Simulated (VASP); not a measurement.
Wanted: the native input for a VASP 6.6.1 run.

```
Task                   : single point
Functional             : PBEsol
Potentials or basis    : VASP PAW PBE potentials, release 64 (B, N)
Cutoff                 : 600 eV
k mesh                 : 12 × 12 × 12
Occupations            : gaussian, width 0.01 eV
Spin                   : no spin polarisation
Dipole correction      : no
Further INCAR settings : ALGO = Normal; EDIFF = 1e-06; NBANDS = 11
```

The structure of BN lies in POSCAR:

```
BN
1.0
    0.0000000000      1.7505190496      1.7505190496
    1.7505190496      0.0000000000      1.7505190496
    1.7505190496      1.7505190496      0.0000000000
B N
1 1
Direct
    0.0000000000      0.0000000000      0.0000000000
    0.7500000000      0.7500000000      0.7500000000
```

These files were run (other wordings do the same):

INCAR

```
PREC = Accurate
ENCUT = 600
EDIFF = 1E-6
ISMEAR = 0
SIGMA = 0.01
LREAL = F
LASPH = T
NELM = 120
ALGO = Normal
ISIF = 2
LWAVE = F
LCHARG = T
GGA = PS
LELF = T
LVHAR = T
NBANDS = 11
GGA_COMPAT = F
```

KPOINTS

```
Automatic mesh
0
Gamma
  12 12 12
```

Potentials or basis: VASP PAW PBE potentials, release 64 (B, N).

Command:

```console
$ cat potpaw_PBE.64/B/POTCAR potpaw_PBE.64/N/POTCAR > POTCAR
$ mpirun -np 1 vasp_std > vasp.out
```

It gave:

- Pressure: 40.7 GPa
- Band gap on the k mesh: 4.37 eV, indirect (least direct gap 9.21 eV)

Caveat: the PAW data sets were made with another functional, which shifts forces and pressure a little.

It took 8.3 s on 1 thread of Intel(R) Xeon(R) Platinum 8488C (Sapphire Rapids), on a shared host, peak memory 0.12 GiB.
